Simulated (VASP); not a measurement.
# Ti (P6_3/mmc) in VASP: a series of runs

The runs below take Ti through relaxation of cell and atoms, with PBE, r2SCAN.

Everything below comes from runs of VASP 6.6.1. Logs are shortened: lines on timing, memory, paths and dates and some standing lists are left out, and cuts for length are marked.

## (1) The cell of the first run

Symmetry: P6_3/mmc, No. 194, hexagonal system. Conventional cell: a = 2.950 Å, b = 2.950 Å, c = 4.680 Å, α = 90.00°, β = 90.00°, γ = 120.00°. Within 3.8 Å of Ti (site symmetry -6m2) lie 12 Ti at 2.89 to 2.95 Å.

## (2) Relaxation of cell and atoms, PBE

Input file INCAR:

```
SYSTEM = Ti
PREC = Accurate
ENCUT = 600
EDIFF = 1E-6
ISMEAR = -1
SIGMA = 0.02
LREAL = .FALSE.
LASPH = .TRUE.
NELM = 100
ALGO = Normal
ISIF = 3
LWAVE = .FALSE.
LCHARG = .FALSE.
GGA = PE
IBRION = 2
NSW = 80
EDIFFG = -0.005
```

Input file KPOINTS:

```
Automatic mesh
0
G
  12 12 6
  0 0 0
```

Input file POSCAR:

```
Ti
1.0
    2.9500000000      0.0000000000      0.0000000000
   -1.4750000000      2.5547749412      0.0000000000
    0.0000000000      0.0000000000      4.6800000000
Ti
2
Direct
    0.3333333333      0.6666666667      0.2500000000
    0.6666666667      0.3333333333      0.7500000000
```

Potentials or basis: VASP PAW PBE potentials, release 64 (Ti_sv).

The run is started by

```
$ cat potpaw_PBE.64/Ti_sv/POTCAR > POTCAR
$ mpirun -np 1 vasp_std > vasp.out
```

OUTCAR:

```text
SYSTEM = Ti
   PREC = Accurate
   ENCUT = 600
   EDIFF = 1E-6
   ISMEAR = -1
   LREAL = .FALSE.
   LASPH = .TRUE.
   NELM = 100
   ISIF = 3
   GGA = PE
   IBRION = 2
   NSW = 80
   EDIFFG = -0.005

 ion  position               nearest neighbor table
   1  0.333  0.667  0.250-   2 2.89   2 2.89   2 2.89   2 2.89   2 2.89   2 2.89
   2  0.667  0.333  0.750-   1 2.89   1 2.89   1 2.89   1 2.89   1 2.89   1 2.89

  LATTYP: Found a hexagonal cell.
 ALAT       =     2.9500000000
 C/A-ratio  =     1.5864406780

  Lattice vectors:

 A1 = (   2.9500000000,   0.0000000000,   0.0000000000)
 A2 = (  -1.4750000000,   2.5547749412,   0.0000000000)
 A3 = (   0.0000000000,   0.0000000000,   4.6800000000)

Analysis of symmetry for initial positions (statically):
=====================================================================
 Subroutine PRICEL returns:
 Original cell was already a primitive cell.

 Routine SETGRP: Setting up the symmetry group for a
 hexagonal supercell.

 Subroutine GETGRP returns: Found 24 space group operations
 (whereof 12 operations were pure point group operations)
 out of a pool of 24 trial point group operations.

The static configuration has the point symmetry D_3d.
 The point group associated with its full space group is D_6h.

Analysis of symmetry for dynamics (positions and initial velocities):
=====================================================================
 Subroutine PRICEL returns:
 Original cell was already a primitive cell.

 Routine SETGRP: Setting up the symmetry group for a
 hexagonal supercell.

 Subroutine GETGRP returns: Found 24 space group operations
 (whereof 12 operations were pure point group operations)
 out of a pool of 24 trial point group operations.

The dynamic configuration has the point symmetry D_3d.
 The point group associated with its full space group is D_6h.

 Subroutine INISYM returns: Found 24 space group operations
 (whereof 12 operations are pure point group operations),
 and found     1 'primitive' translations

----------------------------------------------------------------------------------------

                                     Primitive cell

  volume of cell :      35.2712

  direct lattice vectors                    reciprocal lattice vectors
     2.950000000  0.000000000  0.000000000     0.338983051  0.195711956  0.000000000
    -1.475000000  2.554774941  0.000000000     0.000000000  0.391423911  0.000000000
     0.000000000  0.000000000  4.680000000     0.000000000  0.000000000  0.213675214

  length of vectors
     2.950000000  2.950000000  4.680000000     0.391423911  0.391423911  0.213675214

  position of ions in fractional coordinates (direct lattice)
     0.333333333  0.666666667  0.250000000
     0.666666667  0.333333333  0.750000000

  ion indices of the primitive-cell ions
   primitive index   ion index
                 1           1
                 2           2

----------------------------------------------------------------------------------------

 KPOINTS: Automatic mesh

Automatic generation of k-mesh.
 Grid dimensions read from file:
 generate k-points for:   12   12    6

 Generating k-lattice:

  Cartesian coordinates                     Fractional coordinates (reciprocal lattice)
     0.028248588  0.016309330  0.000000000     0.083333333 -0.000000000  0.000000000
     0.000000000  0.032618659  0.000000000     0.000000000  0.083333333  0.000000000
     0.000000000  0.000000000  0.035612536     0.000000000  0.000000000  0.166666667

  Length of vectors
     0.032618659  0.032618659  0.035612536

  Shift w.r.t. Gamma in fractional coordinates (k-lattice)
     0.000000000  0.000000000  0.000000000

 Subroutine IBZKPT returns following result:
 ===========================================

 Found     76 irreducible k-points:

 Following reciprocal coordinates:
            Coordinates               Weight
  0.000000  0.000000  0.000000      1.000000
  0.083333  0.000000  0.000000      6.000000
  0.166667  0.000000  0.000000      6.000000
  0.250000  0.000000  0.000000      6.000000
  0.333333 -0.000000  0.000000      6.000000
  0.416667 -0.000000  0.000000      6.000000
[... 16 lines left out ...]
  0.250000  0.000000  0.166667     12.000000
  0.333333 -0.000000  0.166667     12.000000
 [... further k-points ...]
   k-points           NKPTS =     76   k-points in BZ     NKDIM =     76   number of bands    NBANDS=     16
   number of dos      NEDOS =    301   number of ions     NIONS =      2
   total plane-waves  NPLWV =  23040
   dimension x,y,z NGX =    24 NGY =   24 NGZ =   40
   dimension x,y,z NGXF=    48 NGYF=   48 NGZF=   80
   ions per type =               2
   NGX,Y,Z   is equivalent  to a cutoff of  13.53, 13.53, 14.21 a.u.
   NGXF,Y,Z  is equivalent  to a cutoff of  27.05, 27.05, 28.42 a.u.
 SYSTEM =  Ti
   PREC   = accura    normal or accurate (medium, high low for compatibility)
   ISTART =      0    job   : 0-new  1-cont  2-samecut
   ICHARG =      2    charge: 1-file 2-atom 10-const
   ISPIN  =      1    spin polarized calculation?
   LNONCOLLINEAR =      F non collinear calculations
   LSORBIT =      F    spin-orbit coupling
   LASPH  =      T    aspherical Exc in radial PAW
   ENCUT  =  600.0 eV  44.10 Ry    6.64 a.u.   5.89  5.89  9.35*2*pi/ulx,y,z
   NELM   =    100;   NELMIN=  2; NELMDL= -5     # of ELM steps
   EDIFF  = 0.1E-05   stopping-criterion for ELM
   LREAL  =      F    real-space projection
   EDIFFG = -.5E-02   stopping-criterion for IOM
   NSW    =     80    number of steps for IOM
   IBRION =      2    ionic relax: 0-MD 1-quasi-New 2-CG
   NFREE  =      1    steps in history (QN), initial steepest desc. (CG)
   ISIF   =      3    stress and relaxation
   ISYM   =      2    0-nonsym 1-usesym 2-fastsym
   POTIM  = 0.5000    time-step for ionic-motion
   TEBEG  =    0.0;   TEEND  =   0.0 temperature during run
   PSTRESS=    0.0 pullay stress
   NELECT =      24.0000    total number of electrons
   NUPDOWN=      -1.0000    fix difference up-down
   EMIN   =  10.00;   EMAX   =-10.00  energy-range for DOS
   EFERMI =   0.00;   METHOD = LEGACY
   ISMEAR =    -1;   SIGMA  =   0.02  broadening in eV -4-tet -1-fermi 0-gaus
   EFERMI_NEDOS =   21; number of points for ismear=-14 and -15
   IALGO  =     38    algorithm
   IMIX   =      4    mixing-type and parameters
     AMIX     =   0.40;   BMIX     =  1.00
     AMIX_MAG =   1.60;   BMIX_MAG =  1.00
  volume/ion in A,a.u.               =      17.64       119.01
  Fermi-wavevector in a.u.,A,eV,Ry     =   1.439920  2.721055 28.209912  2.073370
  Thomas-Fermi vector in A             =   2.558722
   LORBIT       =      0    0 simple, 1 ext, 2 COOP (PROOUT), +10 PAW based schemes
   GGA     = PE    functional components
   LHFCALC =     F    Hartree Fock is set to
   AEXX    =    0.0000 exact exchange contribution
   IVDW    =     0    specifies the selected vdW correction
   LEPSILON=     F    determine dielectric tensor
   LRPA    =     F    only Hartree local field effects (RPA)
 conjugate gradient relaxation of ions
 non-spin polarized calculation
  energy-cutoff  :      600.00
  volume of cell :       35.27
 maximum number of plane-waves:      1194
 NGX is ok and might be reduce to    24
   NGX = 11   NGY = 11   NGZ = 19

--------------------------------------- Ionic step        1  -------------------------------------------

 number of electron      23.9999997 magnetization

 Free energy of the ion-electron system (eV)
  ---------------------------------------------------
  ext. energy  EPLUGINS =         0.00000000
  ---------------------------------------------------
  free energy    TOTEN  =       -15.66893549 eV

  energy without entropy =      -15.66592173  energy(sigma->0) =      -15.66742861

------------------------ aborting loop because EDIFF is reached ----------------------------------------

  FORCE on cell =-STRESS in cart. coord.  units (eV):
  Direction    XX          YY          ZZ          XY          YZ          ZX
  --------------------------------------------------------------------------------------
  -------------------------------------------------------------------------------------
  Total       -0.4000537     -0.4000537     -0.3920914     -0.0000000     -0.0000000      0.0000000
  in kB      -18.1722370    -18.1722370    -17.8105524     -0.0000000     -0.0000000      0.0000000
  external PRESSURE =     -18.0516755 kB  Pullay stress =       0.0000000 kB
[... 201 lines left out ...]
  energy  without entropy=      -15.6694814300  energy(sigma->0) =      -15.67089712

--------------------------------------- Ionic step        7  -------------------------------------------

 number of electron      23.9999993 magnetization

 Free energy of the ion-electron system (eV)
  ---------------------------------------------------
  ext. energy  EPLUGINS =         0.00000000
  ---------------------------------------------------
  free energy    TOTEN  =       -15.67231882 eV

  energy without entropy =      -15.66947730  energy(sigma->0) =      -15.67089806

 E-fermi :   8.3929     XC(G=0): -11.5031

 val. band max:        8.3815494053   @ k =   0.1667   0.0000   0.1667
 cond. band min:       8.4236747161   @ k =   0.0833   0.0000   0.1667
 fundamental gap:      0.0421253108
 Fermi energy:         8.3928951845

 k-point     1 :       0.0000    0.0000    0.0000
  band No.  band energies     occupation
      1     -48.5065      2.00000
      2     -48.3698      2.00000
      3     -25.0956      2.00000
      4     -24.4494      2.00000
      5     -24.4494      2.00000
      6     -24.3869      2.00000
[... 8 lines left out ...]
     15       9.6243      0.00000
     16       9.6243      0.00000
[... 420 lines left out ...]
  band No.  band energies     occupation
      1     -48.4183      2.00000
      2     -48.3503      2.00000
      3     -24.9246      2.00000
      4     -24.7649      2.00000
      5     -24.7129      2.00000
      6     -24.5482      2.00000
[... 8 lines left out ...]
     15       9.3499      0.00000
     16      10.9477      0.00000

 [... further k-points ...]

------------------------ aborting loop because EDIFF is reached ----------------------------------------

  FORCE on cell =-STRESS in cart. coord.  units (eV):
  Direction    XX          YY          ZZ          XY          YZ          ZX
  --------------------------------------------------------------------------------------
  -------------------------------------------------------------------------------------
  Total       -0.0010452     -0.0010452     -0.0074619      0.0000000      0.0000000      0.0000000
  in kB       -0.0482679     -0.0482679     -0.3446048      0.0000000      0.0000000      0.0000000
  external PRESSURE =      -0.1470469 kB  Pullay stress =       0.0000000 kB
[... 17 lines left out ...]
  FREE ENERGIE OF THE ION-ELECTRON SYSTEM (eV)
  ---------------------------------------------------
  free  energy   TOTEN  =       -15.6723188210 eV

  energy  without entropy=      -15.6694772992  energy(sigma->0) =      -15.67089806

 reached required accuracy - stopping structural energy minimisation
```

It took 1.7 min on 1 thread of Intel Xeon 6975P-C (Granite Rapids), shared host; peak memory 0.19 GiB.

What came out:

- Free energy: -15.6723 eV
- Relaxed volume: 17.35 Å³/atom
- Relaxed cell: a = 2.934 Å, b = 2.934 Å, c = 4.654 Å, α = 90.00°, β = 90.00°, γ = 120.00°
- Space group after relaxing (to 0.1 Å): P6_3/mmc (No. 194)
- Energy gained by relaxing: 1.7 meV/atom
- Ionic steps: 7
- Pressure after relaxing: 0.0 GPa
- Band gap on the k mesh: zero (bands 12 and 13 overlap by 1.00 eV)

The path:
| step | energy change (eV) | largest force (eV/Å) | pressure (GPa) | volume (Å³) |
| --- | --- | --- | --- | --- |
| 1 | 0.0000 | 0.0000 | -1.81 | 35.27 |
| 2 | -0.0017 | 0.0000 | 1.34 | 34.27 |
| 3 | -0.0034 | 0.0000 | -0.01 | 34.68 |
| 4 | -0.0034 | 0.0000 | -0.05 | 34.67 |
| 5 | -0.0029 | 0.0000 | 0.68 | 34.47 |
| 6 | -0.0034 | 0.0000 | 0.08 | 34.65 |
| 7 | -0.0034 | 0.0000 | -0.01 | 34.69 |

Final structure:
```
CELL_PARAMETERS angstrom
2.93393 0.00000 0.00000
-1.46697 2.54086 0.00000
0.00000 0.00000 4.65379
ATOMIC_POSITIONS crystal
Ti 0.33333 0.66667 0.25000
Ti 0.66667 0.33333 0.75000
```

## (3) Relaxation of cell and atoms, r2SCAN

This run uses another cell than the first one, of 17.38 Å³/atom.

Input file POSCAR:

```
Ti
1.0
    2.9356544193      0.0000000000      0.0000000000
   -1.4678272097      2.5423513039      0.0000000000
    0.0000000000      0.0000000000      4.6583093122
Ti
2
Direct
    0.3333333333      0.6666666667      0.2500000000
    0.6666666667      0.3333333333      0.7500000000
```

Input file INCAR.step1:

```
PREC = Accurate
ENCUT = 600
ISMEAR = -1
SIGMA = 0.02
LREAL = F
LASPH = T
NELM = 100
GGA = PE
ALGO = Normal
EDIFF = 1E-4
LWAVE = T
LCHARG = F
```

Input file INCAR.step2:

```
PREC = Accurate
ENCUT = 600
EDIFF = 1E-6
ISMEAR = -1
SIGMA = 0.02
LREAL = F
LASPH = T
NELM = 100
ALGO = Normal
ISIF = 3
LWAVE = F
LCHARG = F
METAGGA = R2SCAN
LMIXTAU = T
IBRION = 2
NSW = 80
EDIFFG = -0.005
ISTART = 1
```

Input file KPOINTS:

```
Automatic mesh
0
Gamma
  12 12 6
```

Potentials or basis: VASP PAW PBE potentials, release 64 (Ti_sv).

The run is started by

```
$ cat potpaw_PBE.64/Ti_sv/POTCAR > POTCAR
$ cp INCAR.step1 INCAR
$ mpirun -np 1 vasp_std > vasp.out
$ cp INCAR.step2 INCAR
$ mpirun -np 1 vasp_std > vasp.out
```

OUTCAR:

```text
PREC = Accurate
   ENCUT = 600
   EDIFF = 1E-6
   ISMEAR = -1
   LREAL = F
   LASPH = T
   NELM = 100
   ISIF = 3
   METAGGA = R2SCAN
   IBRION = 2
   NSW = 80
   EDIFFG = -0.005
   ISTART = 1

 ion  position               nearest neighbor table
   1  0.333  0.667  0.250-   2 2.88   2 2.88   2 2.88   2 2.88   2 2.88   2 2.88
   2  0.667  0.333  0.750-   1 2.88   1 2.88   1 2.88   1 2.88   1 2.88   1 2.88

  LATTYP: Found a hexagonal cell.
 ALAT       =     2.9356544193
 C/A-ratio  =     1.5868043873

  Lattice vectors:

 A1 = (   2.9356544193,   0.0000000000,   0.0000000000)
 A2 = (  -1.4678272097,   2.5423513039,   0.0000000000)
 A3 = (   0.0000000000,   0.0000000000,   4.6583093122)

[... 399 lines left out ...]
  free energy    TOTEN  =       -25.90141945 eV

  energy without entropy =      -25.89890262  energy(sigma->0) =      -25.90016104

 E-fermi :   8.4341     XC(G=0): -12.3957

 val. band max:        8.4297622823   @ k =   0.3333   0.2500   0.3333
 cond. band min:       8.4456758660   @ k =   0.0000   0.0000   0.5000
 fundamental gap:      0.0159135838
 Fermi energy:         8.4340921108

 k-point     1 :       0.0000    0.0000    0.0000
  band No.  band energies     occupation
      1     -50.8453      2.00000
      2     -50.7032      2.00000
      3     -26.4035      2.00000
      4     -25.7368      2.00000
      5     -25.7368      2.00000
      6     -25.6711      2.00000
[... 433 lines left out ...]
      3     -26.2276      2.00000
      4     -26.0668      2.00000
      5     -26.0115      2.00000
      6     -25.8394      2.00000
[... 8 lines left out ...]
     15       9.4624      0.00000
     16      11.1581      0.00000

 [... further k-points ...]

------------------------ aborting loop because EDIFF is reached ----------------------------------------

  FORCE on cell =-STRESS in cart. coord.  units (eV):
  Direction    XX          YY          ZZ          XY          YZ          ZX
  --------------------------------------------------------------------------------------
  -------------------------------------------------------------------------------------
  Total        0.0039719      0.0039719      0.0066086     -0.0000000      0.0000000      0.0000000
  in kB        0.1831548      0.1831548      0.3047359     -0.0000000      0.0000000      0.0000000
  external PRESSURE =       0.2236818 kB  Pullay stress =       0.0000000 kB
[... 17 lines left out ...]
  FREE ENERGIE OF THE ION-ELECTRON SYSTEM (eV)
  ---------------------------------------------------
  free  energy   TOTEN  =       -25.9014194545 eV

  energy  without entropy=      -25.8989026238  energy(sigma->0) =      -25.90016104

 reached required accuracy - stopping structural energy minimisation
```

OUTCAR.step1:

```text
PREC = Accurate
   ENCUT = 600
   ISMEAR = -1
   LREAL = F
   LASPH = T
   NELM = 100
[... 678 lines left out ...]
 -----------------------------------------------------------------------------------
     -0.00000      1.69490      1.16458        -0.000000      0.000000      0.000000
      1.46783      0.84745      3.49373         0.000000     -0.000000      0.000000
 -----------------------------------------------------------------------------------
    total drift:                               -0.000000      0.000000     -0.000000

  FREE ENERGIE OF THE ION-ELECTRON SYSTEM (eV)
  ---------------------------------------------------
  free  energy   TOTEN  =       -15.6720396711 eV

  energy  without entropy=      -15.6691739465  energy(sigma->0) =      -15.67060681
```

OSZICAR.step1:

```text
N       E                     dE             d eps       ncg     rms          rms(c)
DAV:   1     0.262543759006E+03    0.26254E+03   -0.14670E+04  2432   0.204E+03
DAV:   2     0.115210712679E+02   -0.25102E+03   -0.24968E+03  2504   0.518E+02
DAV:   3    -0.164766741305E+02   -0.27998E+02   -0.27779E+02  4784   0.141E+02
DAV:   4    -0.176911565020E+02   -0.12145E+01   -0.12144E+01  2544   0.309E+01
DAV:   5    -0.177609259689E+02   -0.69769E-01   -0.69769E-01  4000   0.498E+00    0.119E+01
DAV:   6    -0.156654185528E+02    0.20955E+01   -0.79281E+00  2864   0.329E+01    0.299E+00
DAV:   7    -0.156531294984E+02    0.12289E-01   -0.80274E-01  3664   0.765E+00    0.204E+00
DAV:   8    -0.156817573199E+02   -0.28628E-01   -0.23042E-01  2896   0.636E+00    0.715E-01
DAV:   9    -0.156718157880E+02    0.99415E-02   -0.58535E-02  2912   0.275E+00    0.650E-02
DAV:  10    -0.156719742947E+02   -0.15851E-03   -0.22330E-03  3888   0.391E-01    0.896E-02
DAV:  11    -0.156720396711E+02   -0.65376E-04   -0.23153E-04  2072   0.137E-01
   1 F= -.15672040E+02 E0= -.15670607E+02  d E =-.286572E-02
```

Run time: 4.4 min. Hardware: 1 thread of Intel Xeon 6975P-C (Granite Rapids), shared host; peak memory 0.2 GiB.

Results:

| Property | Result |
| --- | --- |
| Free energy | -25.9014 eV |
| Relaxed volume | 17.37 Å³/atom |
| Relaxed cell | a = 2.934 Å, b = 2.934 Å, c = 4.660 Å, α = 90.00°, β = 90.00°, γ = 120.00° |
| Space group after relaxing (to 0.1 Å) | P6_3/mmc (No. 194) |
| Energy gained by relaxing | 0.0 meV/atom |
| Ionic steps | 7 |
| Pressure after relaxing | 0.0 GPa |
| Band gap on the k mesh | zero (bands 12 and 13 overlap by 1.21 eV) |

Final structure:
```
Ti
1.0
     2.93428    0.00000    0.00000
    -1.46714    2.54116    0.00000
     0.00000    0.00000    4.65974
Ti
2
Cartesian
  0.0000 1.6941 1.1649
  1.4671 0.8471 3.4948
```

Levels at points of the mesh, in eV from the Fermi level:
| k point | band 9 | band 10 | band 11 | band 12 | band 13 | band 14 | band 15 | band 16 |
| --- | --- | --- | --- | --- | --- | --- | --- | --- |
| (0.00, 0.00, 0.00) | -6.66 | -2.90 | 0.49 | 0.83 | 0.83 | 0.91 | 1.35 | 1.35 |
| (0.50, 0.00, 0.00) | -2.56 | -2.32 | -1.98 | -0.87 | 0.59 | 0.64 | 1.21 | 3.51 |
| (0.00, 0.00, 0.50) | -4.73 | -4.73 | 0.01 | 0.01 | 0.75 | 0.75 | 0.75 | 0.75 |
| (0.50, 0.00, 0.50) | -2.72 | -2.72 | -0.92 | -0.92 | 1.20 | 1.20 | 1.88 | 1.88 |

Caveat: the PAW data sets were made with another functional, which shifts forces and pressure a little.
